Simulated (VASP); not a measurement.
# Al30Ga (a cell with a defect) in VASP: notebook, part 2 of 2

VASP 6.6.1. The steps go on from the part before.

## 3. Single point, PBE+D3(BJ)

INCAR

```
SYSTEM = Al30Ga
PREC     = Accurate       ! precision mode
ENCUT    = 520            ! plane-wave cutoff, eV
EDIFF    = 1E-6           ! SCF threshold, eV
ISMEAR   = 0              ! smearing method
SIGMA    = 0.05           ! smearing width, eV
LREAL    = Auto         
LASPH    = .True.         ! aspherical terms in the spheres
NELM     = 60             ! most SCF steps
ALGO     = Normal         ! electronic algorithm
ISIF     = 2              ! what is computed and relaxed
LWAVE    = .False.        ! write WAVECAR
LCHARG   = .False.        ! write CHGCAR
GGA      = PE             ! functional
IVDW     = 12             ! dispersion correction
NBANDS   = 72             ! bands
```

KPOINTS

```
regular mesh
0
Gamma
  3 3 3
  0 0 0
```

POSCAR

```
Al30Ga
1.0
    8.1000000000      0.0000000000      0.0000000000
    0.0000000000      8.1000000000      0.0000000000
    0.0000000000      0.0000000000      8.1000000000
Al Ga
30 1
Direct
    0.4998834568      0.0021283951      0.0016740741
    0.7468945679      0.2496930864      0.0032798765
    0.7464451852      0.0034633333      0.2495800000
   -0.0001453086      0.0011312346      0.0010783951
    0.2527923457      0.2497119753      0.0032674074
    0.4998571605      0.4986941975      0.0026156790
    0.7512240741      0.7520018519     -0.0006448148
    0.2532182716      0.0034440741      0.2495782716
    0.7644295062      0.5048795062      0.2424059259
    0.4998641975      0.0025445679      0.4987377778
    0.7630943210      0.2429759259      0.5045513580
    0.7513970370     -0.0004656790      0.7518761728
   -0.0001862963      0.5016053086     -0.0093612346
    0.2484502469      0.7520227160     -0.0006816049
   -0.0001592593      0.2484988889      0.2485834568
    0.2353240741      0.5049020988      0.2424145679
    0.4998560494      0.7471780247      0.2527090123
   -0.0001450617     -0.0083741975      0.5014381481
    0.2365935802      0.2429640741      0.5045617284
    0.7464839506      0.7464514815      0.5017644444
    0.2482808642     -0.0004680247      0.7518676543
    0.4998679012      0.2528727160      0.7468202469
    0.7460620988      0.5018309877      0.7461382716
   -0.0001880247      0.7571929630      0.2494886420
   -0.0001614815      0.5013777778      0.5012961728
    0.2532056790      0.7464487654      0.5017387654
   -0.0001428395      0.2496238272      0.7563402469
    0.2536062963      0.5018390123      0.7461686420
    0.4998792593      0.7497561728      0.7495369136
   -0.0001461728      0.7506639506      0.7503806173
    0.4997729630      0.4175102469      0.4150672840
```

Potentials or basis: VASP PAW PBE potentials, release 64 (Al, Ga_d).

Launch:

```console
cat potpaw_PBE.64/Al/POTCAR potpaw_PBE.64/Ga_d/POTCAR > POTCAR
mpirun -np 1 vasp_std > vasp.out
```

OUTCAR:

```text
SYSTEM = Al30Ga
   PREC = Accurate
   ENCUT = 520
   EDIFF = 1E-6
   ISMEAR = 0
   LREAL = Auto
   LASPH = .True.
   NELM = 60
   ISIF = 2
   GGA = PE
   IVDW = 12
 IVDW          = 12

 ion  position               nearest neighbor table
   1  0.500  0.002  0.002-   3 2.83   8 2.83   2 2.83   5 2.83  12 2.87  21 2.87   7 2.87  14 2.87
                            29 2.89  22 2.90  17 2.90
   2  0.747  0.250  0.003-   3 2.82   1 2.83   9 2.84   6 2.84  15 2.85  27 2.86   4 2.87  12 2.87
                            22 2.88  13 2.89  23 2.92
   3  0.746  0.003  0.250-   2 2.82   1 2.83  11 2.84  10 2.84  15 2.86  24 2.86   7 2.87   4 2.87
                            17 2.88  18 2.90  20 2.92
   4  1.000  0.001  0.001-  24 2.82  27 2.83  15 2.83  21 2.85  12 2.85  14 2.85   7 2.85  30 2.87
                             5 2.87   2 2.87   8 2.87   3 2.87
   5  0.253  0.250  0.003-   8 2.82   1 2.83  16 2.84   6 2.84  15 2.85  27 2.86   4 2.87  21 2.87
                            22 2.88  13 2.89  28 2.92
   6  0.500  0.499  0.003-   2 2.84   5 2.84  17 2.86  22 2.87  23 2.88  28 2.88  29 2.89   7 2.89
                            14 2.89  16 2.89   9 2.89
   7  0.751  0.752  0.999-   9 2.81  12 2.84  30 2.85   4 2.85  24 2.86  13 2.86  29 2.87   1 2.87
                             3 2.87  23 2.88   6 2.89  17 2.89
[... 1206 lines left out ...]
     62       9.2252      0.00000
     63       9.4337      0.00000
 [bands above 63 left out]

------------------------ aborting loop because EDIFF is reached ----------------------------------------

 Edisp (eV)  -10.04115

 E8    (eV) :    -4.4975

  FORCE on cell =-STRESS in cart. coord.  units (eV):
  Direction    XX          YY          ZZ          XY          YZ          ZX
  --------------------------------------------------------------------------------------
  -------------------------------------------------------------------------------------
  Total     -11.38935   -13.21405   -13.20758     0.00445    -0.35936     0.00286
  in kB     -34.33638   -39.83746   -39.81793     0.01343    -1.08339     0.00861
  external pressure =      -38.00 kB  Pullay stress =        0.00 kB

 VOLUME and BASIS-vectors are now :
 -----------------------------------------------------------------------------
  energy-cutoff  :      520.00
  volume of cell :      531.44
      direct lattice vectors                 reciprocal lattice vectors
     8.100000000  0.000000000  0.000000000     0.123456790  0.000000000  0.000000000
     0.000000000  8.100000000  0.000000000     0.000000000  0.123456790  0.000000000
     0.000000000  0.000000000  8.100000000     0.000000000  0.000000000  0.123456790

 POSITION                                       TOTAL-FORCE (eV/Angst)
 -----------------------------------------------------------------------------------
      4.04906      0.01724      0.01356        -0.002243      0.000766      0.000678
      6.04985      2.02251      0.02657        -0.002134     -0.006428     -0.012430
      6.04621      0.02805      2.02160         0.003809     -0.011527     -0.005810
      8.09882      0.00916      0.00874        -0.001136      0.000636     -0.002036
      2.04762      2.02267      0.02647         0.003976     -0.006190     -0.012141
      4.04884      4.03942      0.02119        -0.000946     -0.004386     -0.014709
[... 23 lines left out ...]
      8.09882      6.08038      6.07808        -0.002622      0.000052     -0.001936
      4.04816      3.38183      3.36205         0.004407      0.301110      0.314085
 -----------------------------------------------------------------------------------
    total drift:                               -0.001828      0.015509      0.009134

  FREE ENERGIE OF THE ION-ELECTRON SYSTEM (eV)
  ---------------------------------------------------
  free  energy   TOTEN  =      -124.8095954362 eV

  energy  without entropy=     -124.7970447062  energy(sigma->0) =     -124.80332007
```

OSZICAR:

```text
N       E                     dE             d eps       ncg     rms          rms(c)
DAV:   1     0.276744201300E+03    0.27674E+03   -0.36585E+04  2016   0.121E+03
DAV:   2    -0.801474045386E+02   -0.35689E+03   -0.33362E+03  2360   0.208E+02
DAV:   3    -0.114102809975E+03   -0.33955E+02   -0.31997E+02  2448   0.646E+01
DAV:   4    -0.115753300658E+03   -0.16505E+01   -0.16130E+01  2472   0.135E+01
DAV:   5    -0.115818336172E+03   -0.65036E-01   -0.64757E-01  2704   0.298E+00    0.730E+00
DAV:   6    -0.115051889630E+03    0.76645E+00   -0.14947E+00  2576   0.484E+00    0.430E+00
DAV:   7    -0.114835540413E+03    0.21635E+00   -0.29280E-01  2344   0.153E+00    0.178E+00
DAV:   8    -0.114771892459E+03    0.63648E-01   -0.53780E-02  2488   0.749E-01    0.503E-01
DAV:   9    -0.114768965575E+03    0.29269E-02   -0.44442E-03  2472   0.218E-01    0.352E-01
DAV:  10    -0.114768492176E+03    0.47340E-03   -0.90752E-04  2728   0.920E-02    0.805E-02
DAV:  11    -0.114768448334E+03    0.43842E-04   -0.12928E-04  2456   0.359E-02    0.262E-02
DAV:  12    -0.114768443706E+03    0.46278E-05   -0.22781E-05  2784   0.139E-02    0.150E-02
DAV:  13    -0.114768443583E+03    0.12342E-06   -0.24555E-06  1984   0.499E-03
   1 F= -.12480960E+03 E0= -.12480332E+03  d E =-.125507E-01
```

stdout:

```text
POSCAR found type information on POSCAR AlGa
 POSCAR found :  2 types and      31 ions
 scaLAPACK will be used
 LDA part: xc-table for (Slater+PW92), standard interpolation
 POSCAR, INCAR and KPOINTS ok, starting setup
 FFT: planning ... GRIDC
 FFT: planning ... GRID_SOFT
 FFT: planning ... GRID
 WAVECAR not read
 entering main loop
```

It took 13 min on 1 thread of Intel Xeon 8259CL, shared host; peak memory 0.67 GiB.

Results:

- Free energy: -124.8096 eV
- Pressure: -3.8 GPa
- Largest force: 0.435 eV/Å
- Dispersion energy per atom: -0.324 eV

Forces in eV/Å, atoms in the order of the input:
```
Al  -0.002  0.001  0.001
Al  -0.002 -0.006 -0.012
Al   0.004 -0.012 -0.006
Al  -0.001  0.001 -0.002
Al   0.004 -0.006 -0.012
Al  -0.001 -0.004 -0.015
Al   0.006  0.000 -0.011
Al  -0.002 -0.010 -0.007
Al  -0.023 -0.028 -0.010
Al  -0.001 -0.017 -0.003
Al  -0.011 -0.012 -0.032
Al   0.004 -0.008 -0.003
Al   0.001 -0.010 -0.017
Al  -0.003 -0.002 -0.009
Al   0.000 -0.020 -0.017
Al   0.018 -0.027 -0.014
Al   0.000 -0.011 -0.007
Al   0.000 -0.016 -0.008
Al   0.010 -0.012 -0.032
Al  -0.005 -0.013 -0.009
Al  -0.003 -0.006 -0.004
Al  -0.001 -0.008 -0.007
Al   0.001 -0.007 -0.011
Al   0.001 -0.023 -0.007
Al   0.000 -0.006 -0.004
Al   0.008 -0.013 -0.008
Al  -0.002 -0.006 -0.021
Al   0.001 -0.006 -0.013
Al  -0.002 -0.011 -0.014
Al  -0.003  0.000 -0.002
Ga   0.004  0.301  0.314
```

## 4. Single point, PBE+D3(BJ)

INCAR is that of step 3.

KPOINTS

```
Automatic mesh
0
Gamma
  3 3 3
  0 0 0
```

POSCAR

```
Al30Ga
1.0
    8.1000000000      0.0000000000      0.0000000000
    0.0000000000      8.1000000000      0.0000000000
    0.0000000000      0.0000000000      8.1000000000
Al Ga
30 1
Direct
    0.4995938215      0.0004233892     -0.0005590554
    0.7503660106      0.2493811084     -0.0004790642
    0.7503399306      0.0004502494      0.2483832335
   -0.0004057121      0.0003873143     -0.0005933642
    0.2487364430      0.2495526285     -0.0003878391
    0.4995931838      0.5015706329     -0.0012757529
    0.7510183635      0.7516242296     -0.0014718691
    0.2487398298      0.0005261974      0.2487732602
    0.7494623898      0.5019941996      0.2506297833
    0.4996792277     -0.0002919351      0.5005924351
    0.7493612215      0.2515584504      0.5009480787
    0.7510550164     -0.0004267236      0.7506603133
   -0.0004464448      0.5008966139     -0.0017581575
    0.2482883694      0.7517661871     -0.0012285336
   -0.0004825052      0.2494281184      0.2484374391
    0.2494313133      0.5020543460      0.2508885193
    0.4994510753      0.7495753365      0.2511234479
   -0.0005923640     -0.0007748056      0.4999403274
    0.2495322738      0.2517213730      0.5012057309
    0.7478685204      0.7480836480      0.4997396901
    0.2481624844     -0.0003280129      0.7507758671
    0.4994623219      0.2521756698      0.7486877830
    0.7478302107      0.5006425996      0.7470499540
   -0.0004841745      0.7527016007      0.2481993594
   -0.0004852220      0.5010511150      0.5000930176
    0.2513017440      0.7481794601      0.4997593913
   -0.0005040991      0.2492719516      0.7517924258
    0.2513027647      0.5006449260      0.7472189842
    0.4996626948      0.7487279068      0.7478106457
   -0.0003840307      0.7512195311      0.7504838079
    0.4991718411      0.2585107941      0.2573766411
```

Launch:

```console
cat potpaw_PBE.64/Al/POTCAR potpaw_PBE.64/Ga_d/POTCAR > POTCAR
mpirun -np 1 vasp_std > vasp.out
```

Wall time 14 min (1 thread of Intel Xeon Platinum 8488C (Sapphire Rapids), shared host); peak memory 0.66 GiB.

The run converged. Its results:

```
Free energy                : -125.1336 eV
Pressure                   : -4.2 GPa
Largest force              : 0.017 eV/Å
Dispersion energy per atom : -0.324 eV
```

Forces on the atoms (eV/Å):
```
Al  -0.002  0.010  0.004
Al   0.003 -0.010  0.000
Al   0.002  0.004 -0.010
Al   0.000  0.007  0.002
Al  -0.007 -0.012  0.002
Al   0.000  0.009 -0.008
Al   0.000  0.001  0.004
Al  -0.005  0.005 -0.014
Al   0.001  0.006  0.000
Al  -0.004 -0.010  0.013
Al   0.002  0.003  0.008
Al   0.003  0.001  0.005
Al   0.001  0.004  0.003
Al  -0.004  0.000 -0.002
Al  -0.001 -0.003 -0.003
Al   0.001  0.007 -0.005
Al   0.003 -0.003  0.009
Al   0.003 -0.001  0.004
Al  -0.002 -0.003  0.007
Al  -0.006 -0.008  0.001
Al  -0.004 -0.002  0.001
Al   0.004  0.001 -0.004
Al  -0.006  0.002 -0.004
Al   0.000  0.006 -0.005
Al  -0.003  0.008  0.006
Al   0.007 -0.007  0.006
Al   0.000 -0.008  0.006
Al   0.006  0.008 -0.005
Al  -0.002 -0.008 -0.010
Al   0.002 -0.002 -0.011
Ga   0.009 -0.005  0.000
```

Stress tensor (GPa, compression positive):
```
-4.38 -0.01 -0.01
-0.01 -4.03 -0.36
-0.01 -0.36 -4.03
```

Levels at points of the mesh, in eV from the Fermi level:
| k point | band 49 | band 50 | band 51 | band 52 | band 53 | band 54 | band 55 | band 56 |
| --- | --- | --- | --- | --- | --- | --- | --- | --- |
| (0.00, 0.00, 0.00) | -0.25 | -0.24 | 0.43 | 0.52 | 0.52 | 0.55 | 0.59 | 0.64 |
